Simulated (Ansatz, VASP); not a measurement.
# Two plane-wave programs on ZrO2

The input INCAR:

```
SYSTEM = ZrO2
  PREC = Accurate
  ENCUT = 600
  EDIFF = 1E-6
  ISMEAR = 0
  SIGMA = 0.05
  LREAL = .FALSE.
  LASPH = .TRUE.
  NELM = 120
  ALGO = Normal
  ISIF = 2
  LWAVE = .FALSE.
  LCHARG = .FALSE.
  GGA = PS
  NBANDS = 19
  GGA_COMPAT = .FALSE.
```

Contents of KPOINTS:

```
Automatic mesh
0
G
  8 8 8
  0 0 0
```

POSCAR

```
ZrO2
1.0
    0.0000000000      2.5320318097      2.5320318097
    2.5320318097      0.0000000000      2.5320318097
    2.5320318097      2.5320318097      0.0000000000
Zr O
1 2
Direct
    0.0000000000      0.0000000000      0.0000000000
    0.2500000000      0.2500000000      0.2500000000
    0.7500000000      0.7500000000      0.7500000000
```

Input for Ansatz:

```yaml
crystal:
  lattice:
    - [0.0, 2.5320318097, 2.5320318097]
    - [2.5320318097, 0.0, 2.5320318097]
    - [2.5320318097, 2.5320318097, 0.0]
  atoms:
    - { symbol: Zr, position: [0.0, 0.0, 0.0] }
    - { symbol: O, position: [0.25, 0.25, 0.25] }
    - { symbol: O, position: [0.75, 0.75, 0.75] }
basis:
  ecutwfc: 420
  ecutrho_ratio: 4
kpoints:
  mp_grid: { grid: [8, 8, 8] }
hamiltonian:
  xc: pbesol
scf:
  occupations: { method: gaussian, width: 0.05 }
output:
  forces: true
  stress: true
  eigenvalues: true
```

Alike in both runs: task single point; functional PBEsol; k mesh 8 × 8 × 8; occupations gaussian, width 0.05 eV; no spin polarisation.

```csv
,VASP,Ansatz
version,VASP 6.6.1,Ansatz 0.2.0
potentials or method,"VASP PAW PBE potentials, release 64 (Zr_sv, O), cutoff 600 eV","scalar-relativistic, plane waves, PAW"
valence electrons in the cell,24,24
```

|  | VASP | Ansatz | Ansatz less VASP |
| --- | --- | --- | --- |
| gap on the k mesh at the Fermi level (eV) | 3.32 | 3.33 | +0.005 |
| least direct gap on the mesh (eV) | 3.76 | 3.76 | +0.003 |
| pressure (GPa) | 0.2 | 0.0 | -0.24 |

VASP's potentials were made for PBE, not for PBEsol. The functional is the same, so the differences come from potentials, cutoffs and numerics.
